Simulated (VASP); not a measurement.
Here is a VASP 6.6.1 calculation.

INCAR

```
ALGO = Normal ; EDIFF = 1E-6
ENCUT = 520 ; GGA = PS
ISIF = 2 ; ISMEAR = 0
LASPH = T ; LCHARG = T
LELF = T ; LREAL = F
LVHAR = T ; LWAVE = F
NBANDS = 30 ; NELM = 60
PREC = Accurate ; SIGMA = 0.05
```

File KPOINTS:

```
k-points
0
Gamma
  6 6 6
```

POSCAR

```
CsPbBr3
1.0
    5.9580500000      0.0000000000      0.0000000000
    0.0000000000      5.9580500000      0.0000000000
    0.0000000000      0.0000000000      5.6939000000
Cs Pb Br
1 1 3
Direct
    0.0000000000      0.0000000000      0.0000000000
    0.5000000000      0.5000000000      0.5000000000
    0.0000000000      0.5000000000      0.5000000000
    0.5000000000      0.0000000000      0.5000000000
    0.5000000000      0.5000000000      0.0000000000
```

Potentials or basis: VASP PAW PBE potentials, release 64 (Cs_sv, Pb_d, Br).

Launch:

```sh
$ cat potpaw_PBE.64/Cs_sv/POTCAR potpaw_PBE.64/Pb_d/POTCAR potpaw_PBE.64/Br/POTCAR > POTCAR
$ mpirun -np 1 vasp_std > vasp.out
```

Estimate the pressure.

0.1 GPa.

What does it give for the band gap on the k mesh?

1.29 eV.

Stress tensor (GPa, compression positive):
```
-0.60  0.00  0.00
 0.00 -0.60  0.00
 0.00  0.00  1.65
```

Caveat: the cell differs from its parent crystal (strain +0.015 along x and y, -0.030 along z); the PAW data sets were made with another functional, which shifts forces and pressure a little; spin-orbit coupling is left out, which moves the levels of the heavy elements. A k mesh can miss the band edges.
